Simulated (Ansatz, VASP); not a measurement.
One calculation of TiCo, two programs

The input INCAR:

```
SYSTEM = TiCo
ALGO = Normal
EDIFF = 1E-6
ENCUT = 520
GGA = PE
ISIF = 2
ISMEAR = -1
ISPIN = 2
LASPH = .TRUE.
LCHARG = .FALSE.
LMAXMIX = 4
LORBIT = 11
LREAL = .FALSE.
LWAVE = .FALSE.
MAGMOM = 0 2.5
NBANDS = 22
NELM = 150
PREC = Accurate
SIGMA = 0.1
```

The input KPOINTS:

```
k-points
0
G
  10 10 10
  0 0 0
```

Contents of POSCAR:

```
TiCo
1.0
    3.0589715329      0.0000000000      0.0000000000
    0.0000000000      3.0589715329      0.0000000000
    0.0000000000      0.0000000000      3.0589715329
Ti Co
1 1
Direct
    0.0000000000      0.0000000000      0.0000000000
    0.5000000000      0.5000000000      0.5000000000
```

Input for Ansatz:

```yaml
crystal:
  lattice:
    - [3.0589715328543776, 0.0, 0.0]
    - [0.0, 3.0589715328543776, 0.0]
    - [0.0, 0.0, 3.0589715328543776]
  atoms:
    - { symbol: Ti, position: [0.0, 0.0, 0.0] }
    - { symbol: Co, position: [0.5, 0.5, 0.5], spin: 2.5 }
basis:
  ecutwfc: 450.0
kpoints:
  mp_grid:
    grid: [10, 10, 10]
magnetization:
  spin_polarized: true
scf:
  occupations:
    method: fermi_dirac
    width: 0.1
```

Alike in both runs: task single point; functional PBE; k mesh 10 × 10 × 10; occupations fermi-dirac, width 0.1 eV; collinear spin.

```csv
,VASP,Ansatz
version,VASP 6.6.1,Ansatz 0.2.0
potentials or method,"VASP PAW PBE potentials, release 64 (Ti_sv, Co), cutoff 520 eV","plane waves, PAW"
valence electrons in the cell,21,29
```

VASP gave:

| Quantity | Value |
| --- | --- |
| net moment per atom (μB) | 0.43 |
| size of the moment on the site where the two differ most (μB) | 1.03 |

Task: What did Ansatz give for the same quantities?

Result: net moment per atom (μB): 0.44; size of the moment on the site where the two differ most (μB): 1.07.

Site moments also hang on the region over which each program counts them. The functional is the same, so the differences come from potentials, cutoffs and numerics. VASP's potentials hold 21 valence electrons a cell and Ansatz's 29, so a difference there can come from the potentials and not from the codes.
